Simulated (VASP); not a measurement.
# PbS (Pm-3m) in VASP: settings compared

Aim: see how the results for PbS move with the level of theory and the settings. Levels: LDA, PBEsol. Tasks: single point.

All numbers are computed with VASP 6.6.1; they aren't measurements. Logs are shortened: lines on timing, memory, paths and dates and some standing lists are left out, and cuts for length are marked.

### 1 The cell of the first run

It takes space group Pm-3m (No. 221, cubic). The conventional cell has a = 3.702 Å, b = 3.702 Å, c = 3.702 Å, α = 90.00°, β = 90.00°, γ = 90.00°. Within 4.2 Å of Pb (site symmetry m-3m) lie 8 S at 3.21 Å and 6 Pb at 3.70 Å. Within 4.2 Å of S (site symmetry m-3m) lie 8 Pb at 3.21 Å and 6 S at 3.70 Å.

### 2 Single point, LDA

INCAR

```
PREC = Accurate
ENCUT = 520
EDIFF = 1E-6
ISMEAR = -1
SIGMA = 0.05
LREAL = False
LASPH = True
NELM = 60
ALGO = Normal
ISIF = 2
LWAVE = False
LCHARG = False
NBANDS = 17
```

KPOINTS

```
regular mesh
0
Gamma
  7 7 7
```

POSCAR

```
PbS
1.0
    3.7017389742      0.0000000000      0.0000000000
    0.0000000000      3.7017389742      0.0000000000
    0.0000000000      0.0000000000      3.7017389742
Pb S
1 1
Direct
    0.0000000000      0.0000000000      0.0000000000
    0.5000000000      0.5000000000      0.5000000000
```

Potentials or basis: VASP PAW LDA potentials, release 64 (Pb_d, S).

The run is started by

```sh
cat potpaw_LDA.64/Pb_d/POTCAR potpaw_LDA.64/S/POTCAR > POTCAR
mpirun -np 1 vasp_std > vasp.out
```

OUTCAR:

```text
PREC = Accurate
   ENCUT = 520
   EDIFF = 1E-6
   ISMEAR = -1
   LREAL = False
   LASPH = True
   NELM = 60
   ISIF = 2

 ion  position               nearest neighbor table
   1  0.000  0.000  0.000-   2 3.21   2 3.21   2 3.21   2 3.21   2 3.21   2 3.21   2 3.21   2 3.21

   2  0.500  0.500  0.500-   1 3.21   1 3.21   1 3.21   1 3.21   1 3.21   1 3.21   1 3.21   1 3.21

  LATTYP: Found a simple cubic cell.
 ALAT       =     3.7017389742

  Lattice vectors:

 A1 = (   3.7017389742,   0.0000000000,   0.0000000000)
 A2 = (   0.0000000000,   3.7017389742,   0.0000000000)
 A3 = (   0.0000000000,   0.0000000000,   3.7017389742)

Analysis of symmetry for initial positions (statically):
=====================================================================
 Subroutine PRICEL returns:
 Original cell was already a primitive cell.

 Routine SETGRP: Setting up the symmetry group for a
 simple cubic supercell.

 Subroutine GETGRP returns: Found 48 space group operations
 (whereof 48 operations were pure point group operations)
 out of a pool of 48 trial point group operations.

The static configuration has the point symmetry O_h .

Analysis of symmetry for dynamics (positions and initial velocities):
=====================================================================
 Subroutine PRICEL returns:
 Original cell was already a primitive cell.

 Routine SETGRP: Setting up the symmetry group for a
 simple cubic supercell.

 Subroutine GETGRP returns: Found 48 space group operations
 (whereof 48 operations were pure point group operations)
 out of a pool of 48 trial point group operations.

The dynamic configuration has the point symmetry O_h .

 Subroutine INISYM returns: Found 48 space group operations
 (whereof 48 operations are pure point group operations),
 and found     1 'primitive' translations

----------------------------------------------------------------------------------------

                                     Primitive cell

  volume of cell :      50.7245

  direct lattice vectors                    reciprocal lattice vectors
     3.701738974  0.000000000  0.000000000     0.270143305  0.000000000  0.000000000
     0.000000000  3.701738974  0.000000000     0.000000000  0.270143305  0.000000000
     0.000000000  0.000000000  3.701738974     0.000000000  0.000000000  0.270143305

[... 73 lines left out ...]
   LNONCOLLINEAR =      F non collinear calculations
   LSORBIT =      F    spin-orbit coupling
   LASPH  =      T    aspherical Exc in radial PAW
   ENCUT  =  520.0 eV  38.22 Ry    6.18 a.u.   6.88  6.88  6.88*2*pi/ulx,y,z
   NELM   =     60;   NELMIN=  2; NELMDL= -5     # of ELM steps
   EDIFF  = 0.1E-05   stopping-criterion for ELM
   LREAL  =      F    real-space projection
   EDIFFG = 0.1E-04   stopping-criterion for IOM
   NSW    =      0    number of steps for IOM
   IBRION =     -1    ionic relax: 0-MD 1-quasi-New 2-CG
   NFREE  =      0    steps in history (QN), initial steepest desc. (CG)
   ISIF   =      2    stress and relaxation
   ISYM   =      2    0-nonsym 1-usesym 2-fastsym
   POTIM  = 0.5000    time-step for ionic-motion
   TEBEG  =    0.0;   TEEND  =   0.0 temperature during run
   PSTRESS=    0.0 pullay stress
   NELECT =      20.0000    total number of electrons
   NUPDOWN=      -1.0000    fix difference up-down
   EMIN   =  10.00;   EMAX   =-10.00  energy-range for DOS
   EFERMI =   0.00;   METHOD = LEGACY
   ISMEAR =    -1;   SIGMA  =   0.05  broadening in eV -4-tet -1-fermi 0-gaus
   EFERMI_NEDOS =   21; number of points for ismear=-14 and -15
   IALGO  =     38    algorithm
   IMIX   =      4    mixing-type and parameters
     AMIX     =   0.40;   BMIX     =  1.00
     AMIX_MAG =   1.60;   BMIX_MAG =  1.00
  volume/ion in A,a.u.               =      25.36       171.15
  Fermi-wavevector in a.u.,A,eV,Ry     =   1.200455  2.268530 19.607234  1.441091
  Thomas-Fermi vector in A             =   2.336290
   LORBIT       =      0    0 simple, 1 ext, 2 COOP (PROOUT), +10 PAW based schemes
   GGA     = CA    functional components
   LHFCALC =     F    Hartree Fock is set to
   AEXX    =    0.0000 exact exchange contribution
   IVDW    =     0    specifies the selected vdW correction
   LEPSILON=     F    determine dielectric tensor
   LRPA    =     F    only Hartree local field effects (RPA)
 non-spin polarized calculation
  energy-cutoff  :      520.00
  volume of cell :       50.72
 maximum number of plane-waves:      1378
 NGX is ok and might be reduce to    28
   NGX = 13   NGY = 13   NGZ = 13

 number of electron      20.0000004 magnetization

 Free energy of the ion-electron system (eV)
  ---------------------------------------------------
  ext. energy  EPLUGINS =         0.00000000
  ---------------------------------------------------
  free energy    TOTEN  =        -9.42690405 eV

  energy without entropy =       -9.41849481  energy(sigma->0) =       -9.42269943

 E-fermi :   5.3686     XC(G=0): -10.2969

 val. band max:        5.3033343515   @ k =   0.1429   0.1429   0.1429
 cond. band min:       5.3957840668   @ k =   0.4286   0.4286   0.4286
 fundamental gap:      0.0924497153
 Fermi energy:         5.3686267411

 k-point     1 :       0.0000    0.0000    0.0000
  band No.  band energies     occupation
      1     -11.3934      2.00000
      2     -11.3934      2.00000
      3     -11.2058      2.00000
      4     -11.2058      2.00000
      5     -11.2058      2.00000
      6      -7.3966      2.00000
[... 377 lines left out ...]
      4     -11.1689      2.00000
      5     -11.1689      2.00000
      6      -5.2893      2.00000
[... 9 lines left out ...]
     16      17.9490      0.00000
     17      21.7343      0.00000

------------------------ aborting loop because EDIFF is reached ----------------------------------------

  FORCE on cell =-STRESS in cart. coord.  units (eV):
  Direction    XX          YY          ZZ          XY          YZ          ZX
  --------------------------------------------------------------------------------------
  -------------------------------------------------------------------------------------
  Total       -2.1532365     -2.1532365     -2.1532365      0.0000000     -0.0000000      0.0000000
  in kB      -68.0119053    -68.0119053    -68.0119053      0.0000000     -0.0000000      0.0000000
  external PRESSURE =     -68.0119053 kB  Pullay stress =       0.0000000 kB

 VOLUME and BASIS-vectors are now :
 -----------------------------------------------------------------------------
  energy-cutoff  :      520.00
  volume of cell :       50.72
      direct lattice vectors                 reciprocal lattice vectors
     3.701738974  0.000000000  0.000000000     0.270143305  0.000000000  0.000000000
     0.000000000  3.701738974  0.000000000     0.000000000  0.270143305  0.000000000
     0.000000000  0.000000000  3.701738974     0.000000000  0.000000000  0.270143305

 POSITION                                       TOTAL-FORCE (eV/Angst)
 -----------------------------------------------------------------------------------
      0.00000      0.00000      0.00000         0.000000      0.000000      0.000000
      1.85087      1.85087      1.85087         0.000000      0.000000      0.000000
 -----------------------------------------------------------------------------------
    total drift:                               -0.000000      0.000000      0.000000

  FREE ENERGIE OF THE ION-ELECTRON SYSTEM (eV)
  ---------------------------------------------------
  free  energy   TOTEN  =        -9.4269040514 eV

  energy  without entropy=       -9.4184948142  energy(sigma->0) =       -9.42269943
```

OSZICAR:

```text
N       E                     dE             d eps       ncg     rms          rms(c)
DAV:   1     0.154462260923E+03    0.15446E+03   -0.96860E+03   680   0.123E+03
DAV:   2     0.188980640166E+01   -0.15257E+03   -0.14729E+03   745   0.319E+02
DAV:   3    -0.980581856135E+01   -0.11696E+02   -0.11447E+02   884   0.899E+01
DAV:   4    -0.100813925916E+02   -0.27557E+00   -0.27531E+00   878   0.151E+01
DAV:   5    -0.100912002107E+02   -0.98076E-02   -0.98071E-02   999   0.278E+00    0.402E+00
DAV:   6    -0.944670407834E+01    0.64450E+00   -0.18524E+00  1042   0.887E+00    0.288E+00
DAV:   7    -0.943599430285E+01    0.10710E-01   -0.11376E-01   757   0.168E+00    0.167E+00
DAV:   8    -0.942870029443E+01    0.72940E-02   -0.30736E-02   746   0.122E+00    0.355E-01
DAV:   9    -0.942704619635E+01    0.16541E-02   -0.11369E-02   988   0.580E-01    0.139E-01
DAV:  10    -0.942720940293E+01   -0.16321E-03   -0.29883E-03   945   0.319E-01    0.121E-01
DAV:  11    -0.942692315849E+01    0.28624E-03   -0.14092E-03  1036   0.205E-01    0.275E-02
DAV:  12    -0.942690532521E+01    0.17833E-04   -0.80727E-05   867   0.549E-02    0.967E-03
DAV:  13    -0.942690402084E+01    0.13044E-05   -0.14382E-05   884   0.193E-02    0.492E-03
DAV:  14    -0.942690405137E+01   -0.30531E-07   -0.47297E-07   476   0.384E-03
   1 F= -.94269041E+01 E0= -.94226994E+01  d E =-.840924E-02
```

stdout:

```text
POSCAR found type information on POSCAR PbS
 POSCAR found :  2 types and       2 ions
 scaLAPACK will be used
 LDA part: xc-table for (Slater(with rela. corr.)+CA(PZ))
 , standard interpolation
 POSCAR, INCAR and KPOINTS ok, starting setup
 FFT: planning ... GRIDC
 FFT: planning ... GRID_SOFT
 FFT: planning ... GRID
 WAVECAR not read
 entering main loop
```

It took 28 s on 1 thread of Intel Xeon 8259CL, shared host; peak memory 0.15 GiB.

Results:

```yaml
Free_energy: -9.4269 eV
Pressure: -6.8 GPa
Band_gap_on_the_k_mesh: 0.09 eV, indirect (least direct gap 1.22 eV)
```

Caveat: spin-orbit coupling is left out, which moves the levels of the heavy elements.

### 3 Single point, LDA

This run uses another cell than the first one, of 25.85 Å³/atom, 1.019 times its volume.

INCAR

```
SYSTEM = PbS
PREC = Accurate
ENCUT = 520
EDIFF = 1E-6
ISMEAR = -1
SIGMA = 0.05
LREAL = .FALSE.
LASPH = .TRUE.
NELM = 60
ALGO = Normal
ISIF = 2
LWAVE = .FALSE.
LCHARG = .FALSE.
GGA = CA
NBANDS = 17
```

KPOINTS

```
regular mesh
0
G
  7 7 7
  0 0 0
```

POSCAR

```
PbS
1.0
    3.7253175652      0.0000000000      0.0000000000
    0.0000000000      3.7253175652      0.0000000000
    0.0000000000      0.0000000000      3.7253175652
Pb S
1 1
Direct
    0.0000000000      0.0000000000      0.0000000000
    0.5000000000      0.5000000000      0.5000000000
```

Potentials or basis: VASP PAW LDA potentials, release 64 (Pb_d, S).

The run is started by

```sh
cat potpaw_LDA.64/Pb_d/POTCAR potpaw_LDA.64/S/POTCAR > POTCAR
mpirun -np 1 vasp_std > vasp.out
```

It took 30 s on 1 thread of Intel Xeon 8259CL, shared host; peak memory 0.15 GiB.

It converged, with:

| Item | Value |
| --- | --- |
| Free energy | -9.3839 eV |
| Pressure | -7.5 GPa |
| Band gap on the k mesh | 0.13 eV, indirect (least direct gap 1.16 eV) |

Levels at points of the mesh, in eV from the valence-band top:
```csv
k point,band 8,band 9,band 10,band 11,band 12,band 13
"(0.00, 0.00, 0.00)",-1.30,-1.30,-1.30,5.62,5.62,6.13
```

Caveat: spin-orbit coupling is left out, which moves the levels of the heavy elements. A k mesh can miss the band edges.

### 4 Single point, PBEsol

INCAR

```
ALGO = Normal ; EDIFF = 1E-6
ENCUT = 520 ; GGA = PS
ISIF = 2 ; ISMEAR = -1
LASPH = True ; LCHARG = False
LREAL = False ; LWAVE = False
NBANDS = 17 ; NELM = 80
PREC = Accurate ; SIGMA = 0.05
```

KPOINTS

```
k-points
0
Gamma
  7 7 7
```

POSCAR

```
PbS
1.0
    3.7017389742      0.0000000000      0.0000000000
    0.0000000000      3.7017389742      0.0000000000
    0.0000000000      0.0000000000      3.7017389742
Pb S
1 1
Direct
    0.0000000000      0.0000000000      0.0000000000
    0.5000000000      0.5000000000      0.5000000000
```

Potentials or basis: VASP PAW PBE potentials, release 64 (Pb_d, S).

The run is started by

```sh
cat potpaw_PBE.64/Pb_d/POTCAR potpaw_PBE.64/S/POTCAR > POTCAR
mpirun -np 1 vasp_std > vasp.out
```

Wall time 31 s (1 thread of Intel Xeon 8259CL, shared host); peak memory 0.16 GiB.

It converged, with:

```
Free energy            : -8.9355 eV
Pressure               : -5.2 GPa
Band gap on the k mesh : 0.13 eV, indirect (least direct gap 1.26 eV)
```

Levels at points of the mesh, in eV from the valence-band top:
| k point | band 7 | band 8 | band 9 | band 10 | band 11 | band 12 | band 13 | band 14 |
| --- | --- | --- | --- | --- | --- | --- | --- | --- |
| (0.00, 0.00, 0.00) | -6.70 | -1.35 | -1.35 | -1.35 | 5.58 | 5.58 | 6.35 | 6.35 |

Caveat: the PAW data sets were made with another functional, which shifts forces and pressure a little; spin-orbit coupling is left out, which moves the levels of the heavy elements. A k mesh can miss the band edges.

### 5 Summary

| level | potentials or basis | cell | gap on the mesh (eV) | pressure (GPa) |
| --- | --- | --- | --- | --- |
| LDA | VASP PAW LDA potentials, release 64 (Pb_d, S) | a = 3.702 Å, 2 atoms | 0.09 | -6.8 |
| LDA | VASP PAW LDA potentials, release 64 (Pb_d, S) | a = 3.725 Å, 2 atoms | 0.13 | -7.5 |
| PBEsol | VASP PAW PBE potentials, release 64 (Pb_d, S) | a = 3.702 Å, 2 atoms | 0.13 | -5.2 |

Alike in all rows: task single point; no spin polarisation; k mesh 7 × 7 × 7; cutoff (eV) 520; smearing fermi-dirac 0.05 eV.

Caveats: spin-orbit coupling is left out, which moves the levels of the heavy elements; the PAW data sets were made with another functional, which shifts forces and pressure a little (some runs).

Total energies depend on the potentials used, so only differences within one code and one set of settings carry meaning.
